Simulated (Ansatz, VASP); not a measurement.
One calculation of Zn3PbO, two programs

File INCAR:

```
PREC     = Accurate       # precision mode
ENCUT    = 600            # plane-wave cutoff, eV
EDIFF    = 1E-6           # SCF threshold, eV
ISMEAR   = 0              # smearing method
SIGMA    = 0.05           # smearing width, eV
LREAL    = F              # projectors in reciprocal space
LASPH    = T              # aspherical terms in the spheres
NELM     = 120            # most SCF steps
ALGO     = Normal         # electronic algorithm
ISIF     = 2              # what is computed and relaxed
LWAVE    = F              # write WAVECAR
LCHARG   = F              # write CHGCAR
GGA      = PE             # functional
NBANDS   = 36             # bands
GGA_COMPAT= F
```

KPOINTS

```
regular mesh
0
Gamma
  4 4 4
```

File POSCAR:

```
Zn3PbO
1.0
    4.3834032071      0.0000000000      0.0000000000
    0.0000000000      4.3834032071      0.0000000000
    0.0000000000      0.0000000000      4.3834032071
Pb O Zn
1 1 3
Direct
    0.0000000000      0.0000000000      0.0000000000
    0.5000000000      0.5000000000      0.5000000000
    0.5000000000      0.5000000000      0.0000000000
    0.5000000000      0.0000000000      0.5000000000
    0.0000000000      0.5000000000      0.5000000000
```

Input for Ansatz:

```yaml
crystal:
  lattice:
    - [4.3834032071, 0.0, 0.0]
    - [0.0, 4.3834032071, 0.0]
    - [0.0, 0.0, 4.3834032071]
  atoms:
    - { symbol: Pb, position: [0.0, 0.0, 0.0] }
    - { symbol: O, position: [0.5, 0.5, 0.5] }
    - { symbol: Zn, position: [0.5, 0.5, 0.0] }
    - { symbol: Zn, position: [0.5, 0.0, 0.5] }
    - { symbol: Zn, position: [0.0, 0.5, 0.5] }
basis:
  ecutwfc: 420
kpoints:
  mp_grid: { grid: [4, 4, 4] }
hamiltonian:
  xc: pbe
scf:
  occupations: { method: gaussian, width: 0.05 }
output:
  forces: true
  stress: true
  eigenvalues: true
```

Alike in both runs: task single point; functional PBE; k mesh 4 × 4 × 4; occupations gaussian, width 0.05 eV; no spin polarisation.

|  | VASP | Ansatz |
| --- | --- | --- |
| version | VASP 6.6.1 | Ansatz 0.2.0 |
| potentials or method | VASP PAW PBE potentials, release 64 (Pb_d, O, Zn), cutoff 600 eV | scalar-relativistic, plane waves, PAW |
| valence electrons in the cell | 56 | 56 |

Ansatz gave:

| Item | Value |
| --- | --- |
| gap on the k mesh at the Fermi level (eV) | none |
| pressure (GPa) | 2.2 |

**Question.** What did VASP give for the same quantities?

**Answer.** gap on the k mesh at the Fermi level (eV): none; pressure (GPa): 2.4.

A gap of «none» marks a metal or a gap that the smearing closes.

Neither program's run includes spin-orbit coupling.
